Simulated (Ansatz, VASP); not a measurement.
**Two plane-wave programs on AlN**

```xyz
4
Lattice="3.3610 0.0000 0.0000 -1.6805 2.9107 0.0000 0.0000 0.0000 3.9342" Properties=species:S:1:pos:R:3 pbc="T T T"
Al    0.0000    1.9405    2.9506
Al    1.6805    0.9702    0.9836
N     0.0000    1.9405    0.9836
N     1.6805    0.9702    2.9506
```

Alike in both runs: task single point; functional PBEsol; k mesh 9 × 9 × 6; occupations gaussian, width 0.05 eV; no spin polarisation.

|  | VASP | Ansatz |
| --- | --- | --- |
| version | VASP 6.6.1 | Ansatz 0.2.0 |
| potentials or method | VASP PAW PBE potentials, release 64 (Al, N), cutoff 520 eV | scalar-relativistic, plane waves, PAW |
| valence electrons in the cell | 16 | 16 |

VASP gave:

* gap on the k mesh at the Fermi level (eV): 3.63
* least direct gap on the mesh (eV): 3.63
* pressure (GPa): 3.7
* traceless stress, the component that is largest in VASP (GPa): 11.12

**Question.** Which values does Ansatz return?

**Answer.** gap on the k mesh at the Fermi level (eV): 3.61; least direct gap on the mesh (eV): 3.61; pressure (GPa): 3.7; traceless stress, the component that is largest in VASP (GPa): 11.05.

VASP's potentials were made for PBE, not for PBEsol. With one functional, cell and mesh, what is left measures potentials, basis and numerics.
